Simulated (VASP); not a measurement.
# KTa6 in VASP: notebook, part 2 of 2

VASP 6.6.1. Earlier steps stand in the parts before.

## Step 3: Single point, PBEsol

File INCAR:

```
PREC     = Accurate       # precision mode
ENCUT    = 520            # plane-wave cutoff, eV
EDIFF    = 1E-6           # SCF threshold, eV
ISMEAR   = 0              # smearing method
SIGMA    = 0.1            # smearing width, eV
LREAL    = False          # projectors in reciprocal space
LASPH    = True           # aspherical terms in the spheres
NELM     = 60             # most SCF steps
ALGO     = Normal         # electronic algorithm
ISIF     = 2              # what is computed and relaxed
LWAVE    = False          # write WAVECAR
LCHARG   = False          # write CHGCAR
LDIPOL   = True         
IDIPOL   = 3            
DIPOL    = 0.5 0.5 0.355
GGA      = PS             # functional
NBANDS   = 46             # bands
```

File KPOINTS:

```
Automatic mesh
0
Gamma
  6 6 1
```

File POSCAR:

```
KTa6
1.0
    4.6392671641      0.0000000000      0.0000000000
   -2.3196335821      4.0177232191      0.0000000000
    0.0000000000      0.0000000000     19.9438808552
Ta K
6 1
Direct
    0.6666666667      0.3333333333      0.2005627706
    0.3333333333      0.6666666667      0.2480453268
    0.0000000000      0.0000000000      0.2955278831
    0.6666666667      0.3333333333      0.3400187737
    0.3333333333      0.6666666667      0.3814681521
    0.0000000000      0.0000000000      0.4233820346
    0.0000000000      0.8888888889      0.5943860970
```

Potentials or basis: VASP PAW PBE potentials, release 64 (Ta_pv, K_sv).

Started as:

```console
$ cat potpaw_PBE.64/Ta_pv/POTCAR potpaw_PBE.64/K_sv/POTCAR > POTCAR
$ mpirun -np 1 vasp_std > vasp.out
```

OUTCAR:

```text
PREC = Accurate
   ENCUT = 520
   EDIFF = 1E-6
   ISMEAR = 0
   LREAL = False
   LASPH = True
   NELM = 60
   ISIF = 2
   GGA = PS

 ion  position               nearest neighbor table
   1  0.667  0.333  0.201-   4 2.78   2 2.84   2 2.84   2 2.84   3 3.28   3 3.28   3 3.28
   2  0.333  0.667  0.248-   5 2.66   1 2.84   1 2.84   3 2.84   1 2.84   3 2.84   3 2.84   4 3.25
                             4 3.25   4 3.25
   3  0.000  0.000  0.296-   6 2.55   4 2.82   4 2.82   4 2.82   2 2.84   2 2.84   2 2.84   5 3.18
                             5 3.18   5 3.18   1 3.28   1 3.28   1 3.28
   4  0.667  0.333  0.340-   1 2.78   5 2.80   5 2.80   5 2.80   3 2.82   3 2.82   3 2.82   6 3.15
                             6 3.15   6 3.15   2 3.25   2 3.25   2 3.25
   5  0.333  0.667  0.381-   2 2.66   4 2.80   4 2.80   4 2.80   6 2.81   6 2.81   6 2.81   3 3.18
                             3 3.18   3 3.18
[... 1198 lines left out ...]
 -----------------------------------------------------------------------------
  energy-cutoff  :      520.00
  volume of cell :      371.74
      direct lattice vectors                 reciprocal lattice vectors
     4.639267164  0.000000000  0.000000000     0.215551285  0.124448593  0.000000000
    -2.319633582  4.017723219  0.000000000     0.000000000  0.248897185  0.000000000
     0.000000000  0.000000000 19.943880855     0.000000000  0.000000000  0.050140693

 POSITION                                       TOTAL-FORCE (eV/Angst)
 -----------------------------------------------------------------------------------
      2.31963      1.33924      4.00000         0.002828     -0.003960      1.822054
     -0.00000      2.67848      4.94699        -0.000298     -0.000137     -0.053819
      0.00000      0.00000      5.89397        -0.002448      0.004598     -1.800289
      2.31963      1.33924      6.78129         0.005162     -0.004242      0.061673
     -0.00000      2.67848      7.60796        -0.004643      0.004746      0.234834
      0.00000      0.00000      8.44388        -0.055501      0.096807     -0.267826
     -2.06190      3.57131     11.85437         0.054901     -0.097812      0.003373
 -----------------------------------------------------------------------------------
    total drift:                                0.000058     -0.000097      0.000449

  FREE ENERGIE OF THE ION-ELECTRON SYSTEM (eV)
  ---------------------------------------------------
  free  energy   TOTEN  =       -69.3610810483 eV

  energy  without entropy=      -69.3212032143  energy(sigma->0) =      -69.34114213

 vacuum level on the upper side and lower side of the slab         1.562         2.840
```

OSZICAR:

```text
N       E                     dE             d eps       ncg     rms          rms(c)
DAV:   1     0.596311427700E+03    0.59631E+03   -0.40520E+04  2344   0.140E+03
DAV:   2    -0.420700590373E+02   -0.63838E+03   -0.62634E+03  2134   0.377E+02
DAV:   3    -0.767972250941E+02   -0.34727E+02   -0.33539E+02  2608   0.716E+01
[... 19 lines left out ...]
DAV:  23    -0.693610633725E+02   -0.28356E-04   -0.33074E-05  2072   0.172E-02    0.390E-03
DAV:  24    -0.693610700368E+02   -0.66642E-05   -0.26403E-06  1768   0.768E-03    0.254E-03
DAV:  25    -0.693610760521E+02   -0.60154E-05   -0.11966E-06  1508   0.379E-03    0.232E-03
DAV:  26    -0.693610802943E+02   -0.42421E-05   -0.19868E-06  1542   0.422E-03    0.124E-03
DAV:  27    -0.693610810483E+02   -0.75399E-06   -0.51239E-07  1440   0.355E-03
   1 F= -.69361081E+02 E0= -.69341142E+02  d E =-.398778E-01
```

stdout:

```text
POSCAR found type information on POSCAR TaK
 POSCAR found :  2 types and       7 ions
 scaLAPACK will be used
 -----------------------------------------------------------------------------
|                                                                             |
|                                                                             |
|     You enforced a specific xc type in the INCAR file but a different       |
|     I HOPE YOU KNOW WHAT YOU ARE DOING!                                     |
|                                                                             |
 -----------------------------------------------------------------------------

 LDA part: xc-table for (Slater+PW92), standard interpolation
 POSCAR, INCAR and KPOINTS ok, starting setup
 FFT: planning ... GRIDC
 FFT: planning ... GRID_SOFT
 FFT: planning ... GRID
 WAVECAR not read
 entering main loop
```

It took 7.4 min on 1 thread of Intel Xeon 6975P-C (Granite Rapids), shared host; peak memory 0.6 GiB.

What came out:

| Quantity | Value |
| --- | --- |
| Free energy | -69.3611 eV |
| Largest force | 1.822 eV/Å |
| Band gap on the k mesh | zero (an odd number of electrons rules out a gap without spin polarisation) |

Forces in eV/Å, atoms in the order of the input:
```
Ta   0.003 -0.004  1.822
Ta   0.000  0.000 -0.054
Ta  -0.002  0.005 -1.800
Ta   0.005 -0.004  0.062
Ta  -0.005  0.005  0.235
Ta  -0.056  0.097 -0.268
K    0.055 -0.098  0.003
```

Caveat: the PAW data sets were made with another functional, which shifts forces and pressure a little; spin-orbit coupling is left out, which moves the levels of the heavy elements.

## Step 4: Single point, PBEsol

File INCAR:

```
ALGO = Normal ; DIPOL = 0.5 0.5 0.350
EDIFF = 1E-6 ; ENCUT = 520
GGA = PS ; IDIPOL = 3
ISIF = 2 ; ISMEAR = 0
LASPH = T ; LCHARG = F
LDIPOL = T ; LREAL = F
LWAVE = F ; NBANDS = 46
NELM = 80 ; PREC = Accurate
SIGMA = 0.1
```

File KPOINTS:

```
k-points
0
Gamma
  6 6 1
```

POSCAR: that of step 3 with these lines changed.

```diff
@@ -14,2 +14,2 @@
     0.0000000000      0.0000000000      0.4233820346
-    0.0000000000      0.8888888889      0.5943860970
+    0.2222222222      0.6666666667      0.5609467808
```

Started as:

```console
$ cat potpaw_PBE.64/Ta_pv/POTCAR potpaw_PBE.64/K_sv/POTCAR > POTCAR
$ mpirun -np 1 vasp_std > vasp.out
```

Run time: 7.5 min. Hardware: 1 thread of Intel Xeon 6975P-C (Granite Rapids), shared host; peak memory 0.59 GiB.

The run converged. Its results:

```
Free energy            : -69.7461 eV
Largest force          : 1.853 eV/Å
Band gap on the k mesh : zero (an odd number of electrons rules out a gap without spin polarisation)
```

Forces on the atoms (eV/Å):
```
Ta   0.011 -0.003  1.785
Ta  -0.005  0.000  0.002
Ta  -0.017  0.004 -1.853
Ta   0.031 -0.002  0.065
Ta   0.023 -0.004  0.018
Ta  -0.135  0.067 -0.019
K    0.091 -0.061  0.001
```

Levels at points of the mesh, in eV from the Fermi level:
```
           k point  band 34  band 35  band 36  band 37  band 38  band 39  band 40  band 41
(0.00, 0.00, 0.00)    -1.08    -0.98    -0.97    -0.41    -0.41     0.14     0.21     0.22
(0.50, 0.00, 0.00)    -1.14    -0.96    -0.70    -0.30    -0.05     0.08     0.83     1.03
(0.00, 0.50, 0.00)    -1.13    -0.96    -0.69    -0.30    -0.04     0.09     0.83     1.03
(0.50, 0.50, 0.00)    -1.12    -0.96    -0.68    -0.30    -0.03     0.09     0.83     1.04
```

Caveat: the PAW data sets were made with another functional, which shifts forces and pressure a little; spin-orbit coupling is left out, which moves the levels of the heavy elements.

## Step 5: The runs side by side

| cell | gap on the mesh (eV) | largest force (eV/Å) |
| --- | --- | --- |
| as given, atomic positions A | none | 1.83 |
| as given, atomic positions B | none | 1.82 |
| as given, atomic positions C | none | 1.85 |

Alike in all rows: task single point; level PBEsol; potentials or basis VASP PAW PBE potentials, release 64 (Ta_pv, K_sv); no spin polarisation; k mesh 6 × 6 × 1; cutoff (eV) 520; smearing gaussian 0.1 eV.

Caveats: the PAW data sets were made with another functional, which shifts forces and pressure a little; spin-orbit coupling is left out, which moves the levels of the heavy elements.

Total energies depend on the potentials used, so only differences within one code and one set of settings carry meaning.
